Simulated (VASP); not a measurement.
A run of VASP 6.6.1 is set up as follows.

Contents of INCAR:

```
PREC = Accurate ; ENCUT = 520
EDIFF = 1E-8 ; ISMEAR = 0
SIGMA = 0.01 ; LREAL = False
LASPH = True ; NELM = 80
ALGO = Normal ; ISIF = 2
LWAVE = False ; LCHARG = False
METAGGA = R2SCAN ; LMIXTAU = True
LCALCEPS = True
```

Contents of KPOINTS:

```
Automatic mesh
0
Gamma
  9 9 6
```

Contents of POSCAR:

```
BN
1.0
    2.4421919996      0.0000000000      0.0000000000
   -1.2210959998      2.1150003125      0.0000000000
    0.0000000000      0.0000000000      4.0395027278
B N
2 2
Direct
    0.3333333333      0.6666666667      0.0006174658
    0.6666666667      0.3333333333      0.5006174658
    0.3333333333      0.6666666667      0.3743825342
    0.6666666667      0.3333333333      0.8743825342
```

Potentials or basis: VASP PAW PBE potentials, release 64 (B, N).

The run is started by

```console
$ cat potpaw_PBE.64/B/POTCAR potpaw_PBE.64/N/POTCAR > POTCAR
$ mpirun -np 1 vasp_std > vasp.out
```

Problem. Predict the electronic dielectric tensor (diagonal).

Solution. 4.36, 4.36, 4.49.

Problem. Estimate the Born charges (mean of the diagonal).

Solution. B +1.92; N -1.92 e.

Problem. What does it give for the band gap on the k mesh?

Solution. 5.45 eV (least direct gap 9.56 eV).

Dipole moments of the cell (e·Å, modulo the quantum): ionic 0.000, 0.000, -1.020; electronic 0.000, 0.000, 0.004

Caveat: the cell differs from its parent crystal (strain -4.0%); an odd mesh through Γ misses points on the zone boundary, where band edges can lie.
